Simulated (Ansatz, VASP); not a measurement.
**One calculation of MnS, two programs**

```
Mn S
1.0
     0.00000    2.50601    2.50601
     2.50601    0.00000    2.50601
     2.50601    2.50601    0.00000
Mn S
1 1
Cartesian
  0.0000 0.0000 0.0000
  3.7590 3.7590 3.7590
```

Change from the starting cell: volume scaled by 1.04.

Alike in both runs: task single point; functional LDA; k mesh 9 × 9 × 9; occupations fermi-dirac, width 0.05 eV; collinear spin.

|  | VASP | Ansatz |
| --- | --- | --- |
| version | VASP 6.6.1 | Ansatz 0.2.0 |
| potentials or method | VASP PAW LDA potentials, release 64 (Mn_pv, S), cutoff 520 eV | all-electron LAPW, scalar-relativistic |

|  | VASP | Ansatz | Ansatz less VASP |
| --- | --- | --- | --- |
| gap on the k mesh at the Fermi level (eV) | none | none | - |
| pressure (GPa) | -11.5 | -11.6 | -0.12 |
| net moment per atom (μB) | 0.08 | 0.11 | +0.026 |
| size of the moment on the site where the two differ most (μB) | 0.16 | 0.21 | +0.051 |

LDA's correlation is that of Perdew and Zunger in VASP and of Perdew and Wang (1992) in Ansatz. Site moments also hang on the region over which each program counts them. A gap of «none» marks a metal or a gap that the smearing closes. Ansatz ran all-electron here, and VASP with PAW potentials.
